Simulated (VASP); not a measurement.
Here is a VASP 6.6.1 calculation.

File INCAR:

```
ALGO = Normal
EDIFF = 1E-8
ENCUT = 520
GGA = CA
ISIF = 2
ISMEAR = -1
LASPH = True
LCHARG = False
LEFG = True
LREAL = False
LWAVE = False
NBANDS = 16
NELM = 80
PREC = Accurate
SIGMA = 0.03
```

KPOINTS

```
k-points
0
Gamma
  8 8 8
```

POSCAR

```
ZnSe
1.0
    0.0000000000      2.8904760000      2.8338000000
    2.8904760000      0.0000000000      2.8338000000
    2.8904760000      2.8904760000      0.0000000000
Zn Se
1 1
Direct
    0.0000000000      0.0000000000      0.0000000000
    0.7500000000      0.7500000000      0.7500000000
```

Potentials or basis: VASP PAW LDA potentials, release 64 (Zn, Se).

Command:

```console
$ cat potpaw_LDA.64/Zn/POTCAR potpaw_LDA.64/Se/POTCAR > POTCAR
$ mpirun -np 1 vasp_std > vasp.out
```

(1) What does it give for the band gap on the k mesh?

(2) Estimate the pressure.

Answers

(1) 0.86 eV, direct.

(2) -5.2 GPa.

Caveat: the cell differs from its parent crystal (equal xx and yy strain of +2 %); without QUAD_EFG the Cq values of the log hold for a quadrupole moment of 1 mb, not for the nuclei.
